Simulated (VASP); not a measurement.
TiC: single point with PBEsol

The system is TiC.

```
Ti C
1.0
     0.00000    2.03935    2.14669
     2.03935    0.00000    2.14669
     2.03935    2.03935    0.00000
Ti C
1 1
Direct
  0.00000 0.00000 0.00000
  0.50000 0.50000 0.50000
```

This cell differs from its parent crystal: strain -0.050 along x and y, +0.000 along z.

| Item | Value |
| --- | --- |
| Program | VASP 6.6.1 |
| Task | single point |
| Functional | PBEsol |
| Potentials or basis | VASP PAW PBE potentials, release 64 (Ti_sv, C) |
| Cutoff | 520 eV |
| k mesh | 24 × 24 × 24 |
| Occupations | gaussian, width 0.15 eV |
| Spin | no spin polarisation |
| Dipole correction | no |
| Further INCAR settings | ALGO = Normal; EDIFF = 1e-06; NBANDS = 15 |

```yaml
Pressure: 35.3 GPa
Band_gap_on_the_k_mesh: zero (bands 8 and 9 overlap by 1.44 eV)
```

Stress tensor (GPa, compression positive):
```
45.99  0.00  0.00
 0.00 45.99  0.00
 0.00  0.00 13.98
```

Levels at points of the mesh, in eV from the Fermi level:
```csv
k point,band 5,band 6,band 7,band 8,band 9,band 10,band 11,band 12
"(0.00, 0.00, 0.00)",-12.96,0.38,0.85,0.85,1.67,1.71,1.97,1.97
"(0.50, 0.00, 0.00)",-8.74,-6.50,-3.44,-3.31,3.34,3.59,4.93,8.84
"(0.50, 0.50, 0.00)",-10.67,-3.90,-2.05,0.39,0.39,3.22,4.16,4.16
"(0.50, 0.00, 0.50)",-10.60,-3.25,-2.13,-0.09,0.05,3.21,3.99,4.40
```

It took 3.7 min on 1 thread of Intel Xeon 8259CL, with other jobs on the host, peak memory 0.39 GiB.

Caveat: the cell differs from its parent crystal (strain -0.050 along x and y, +0.000 along z); the stress differs along the axes, from 14 to 46 GPa; the PAW data sets were made with another functional, which shifts forces and pressure a little.
